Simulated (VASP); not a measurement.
Crystal: NbCu.

```
CELL_PARAMETERS angstrom
0.00000 2.56221 2.56221
2.56221 0.00000 2.56221
2.56221 2.56221 0.00000
ATOMIC_POSITIONS crystal
Nb 0.00000 0.00000 0.00000
Cu 0.50000 0.50000 0.50000
```

```yaml
Program: VASP 6.6.1
Task: relaxation of cell and atoms
Functional: RPBE
Potentials_or_basis: VASP PAW PBE potentials, release 64 (Nb_sv, Cu)
Cutoff: 600 eV
k_mesh: 9 × 9 × 9
Occupations: fermi-dirac, width 0.05 eV
Spin: no spin polarisation
```

At the start: pressure 3.1 GPa; volume 16.82 Å³/atom.

Problem. Where does the relaxation end?

Solution. Over 8 steps the energy falls by 3.8 meV/atom and the volume is 17.21 Å³/atom (+2.3 %); space group Fm-3m (No. 225, to 0.1 Å) before and after.

Step by step:
```tsv
step	energy change (eV)	largest force (eV/Å)	pressure (GPa)	volume (Å³)
1	0.0000	0.0000	3.08	33.64
2	0.0003	0.0000	-2.99	35.24
3	-0.0075	0.0000	0.28	34.43
4	-0.0075	0.0000	-0.27	34.50
5	-0.0075	0.0000	-0.16	34.46
6	-0.0075	0.0000	-0.16	34.45
7	-0.0075	0.0000	0.20	34.37
8	-0.0075	0.0000	0.02	34.42
```

Final structure:
```
Nb Cu
1.0
     0.00000    2.58173    2.58173
     2.58173    0.00000    2.58173
     2.58173    2.58173    0.00000
Nb Cu
1 1
Cartesian
  0.0000 0.0000 0.0000
  2.5817 2.5817 2.5817
```

Caveat: the PAW data sets were made with another functional, which shifts forces and pressure a little.
